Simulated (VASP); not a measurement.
A run of VASP 6.6.1:

POSCAR

```
ZnSe
1.0
    0.0000000000      2.8604703120      2.8604703120
    2.8604703120      0.0000000000      2.8604703120
    2.8604703120      2.8604703120      0.0000000000
Zn Se
1 1
Direct
    0.0000000000      0.0000000000      0.0000000000
    0.2500000000      0.2500000000      0.2500000000
```

INCAR.step1

```
SYSTEM = ZnSe
PREC = Accurate
ENCUT = 520
ISMEAR = 0
SIGMA = 0.01
LREAL = .False.
LASPH = .True.
NELM = 60
NBANDS = 16
GGA = PE
ALGO = Normal
EDIFF = 1E-4
LWAVE = .True.
LCHARG = .False.
```

INCAR.step2

```
SYSTEM = ZnSe
PREC = Accurate
ENCUT = 520
EDIFF = 1E-6
ISMEAR = 0
SIGMA = 0.01
LREAL = .False.
LASPH = .True.
NELM = 60
ALGO = Normal
ISIF = 2
LWAVE = .False.
LCHARG = .True.
METAGGA = R2SCAN
LMIXTAU = .True.
LELF = .True.
LVHAR = .True.
NBANDS = 16
ISTART = 1
```

The input KPOINTS:

```
Automatic mesh
0
Gamma
  6 6 6
  0 0 0
```

Potentials or basis: VASP PAW PBE potentials, release 64 (Zn, Se).

Run with:

```sh
$ cat potpaw_PBE.64/Zn/POTCAR potpaw_PBE.64/Se/POTCAR > POTCAR
$ cp INCAR.step1 INCAR
$ mpirun -np 1 vasp_std > vasp.out
$ cp INCAR.step2 INCAR
$ mpirun -np 1 vasp_std > vasp.out
```

Hardware: 1 thread of Intel Xeon 6975P-C, with other jobs on the host.

Task: Estimate the wall time of this run.

Result: Wall time 64 s on 1 thread of Intel Xeon 6975P-C, with other jobs on the host, peak memory 0.17 GiB. Counts: k points 16.
